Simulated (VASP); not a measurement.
# AlNi3: single point with PBEsol

Crystal: AlNi3.

```
CELL_PARAMETERS angstrom
0.00000 2.80189 2.80189
2.80189 0.00000 2.80189
2.80189 2.80189 0.00000
ATOMIC_POSITIONS crystal
Al 0.50000 0.50000 0.50000
Ni 0.25000 0.25000 0.25000
Ni 0.00000 0.00000 0.00000
Ni 0.75000 0.75000 0.75000
```

```yaml
Program: VASP 6.6.1
Task: single point
Functional: PBEsol
Potentials_or_basis: VASP PAW PBE potentials, release 64 (Al, Ni)
Cutoff: 520 eV
k_mesh: 22 × 22 × 22
Occupations: gaussian, width 0.1 eV
Spin: no spin polarisation
Dipole_correction: no
Further_INCAR_settings: ALGO = Fast; EDIFF = 1e-06; NBANDS = 24
```

```
Pressure               : -0.6 GPa
Band gap on the k mesh : zero (an odd number of electrons rules out a gap without spin polarisation)
```

Levels at points of the mesh, in eV from the Fermi level:
| k point | band 13 | band 14 | band 15 | band 16 | band 17 | band 18 | band 19 | band 20 |
| --- | --- | --- | --- | --- | --- | --- | --- | --- |
| (0.00, 0.00, 0.00) | -0.56 | -0.56 | -0.51 | -0.51 | 5.45 | 5.45 | 5.45 | 5.93 |
| (0.50, 0.00, 0.00) | -0.64 | -0.64 | -0.47 | -0.47 | -0.14 | 4.33 | 4.33 | 4.81 |
| (0.50, 0.50, 0.00) | -1.05 | -0.75 | -0.59 | -0.36 | -0.35 | -0.35 | -0.04 | 4.26 |

Run time: 3.1 min on 1 thread of AMD EPYC 9R45 96-Core Processor (Zen 5), with other jobs on the host, peak memory 0.37 GiB.

Caveat: the PAW data sets were made with another functional, which shifts forces and pressure a little. Spin polarisation is off, so any magnetic state and its effect on volume and gap are missing.
